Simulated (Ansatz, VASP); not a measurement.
## CO2 in VASP and in Ansatz

```
CELL_PARAMETERS angstrom
-1.93426 1.93426 2.94735
1.93426 -1.93426 2.94735
1.93426 1.93426 -2.94735
ATOMIC_POSITIONS crystal
C 0.75000 0.25000 0.50000
C 0.00000 0.00000 0.00000
O 0.70591 0.12500 0.08091
O 0.04409 0.62500 0.91909
O 0.37500 0.29409 0.41909
O 0.87500 0.95591 0.58091
```

Alike in both runs: functional LDA; k mesh 8 × 8 × 8; occupations fermi-dirac, width 0.02 eV; no spin polarisation.

Ansatz relaxed the structure, and its values are those at the end. VASP's run is a single point on that final structure, the one shown.

```csv
,VASP,Ansatz
version,VASP 6.6.1,Ansatz 0.2.0
potentials or method,"VASP PAW LDA potentials, release 64 (C, O)","plane waves, PAW"
plane-wave cutoff (eV),520,420
valence electrons in the cell,32,32
```

|  | VASP | Ansatz | Ansatz less VASP |
| --- | --- | --- | --- |
| pressure (GPa) | 2.5 | 0.0 | -2.50 |
| rms of the force components (eV/Å) | 0.067 | 0.000 | -0.0665 |

LDA's correlation is that of Perdew and Zunger in VASP and of Perdew and Wang (1992) in Ansatz.
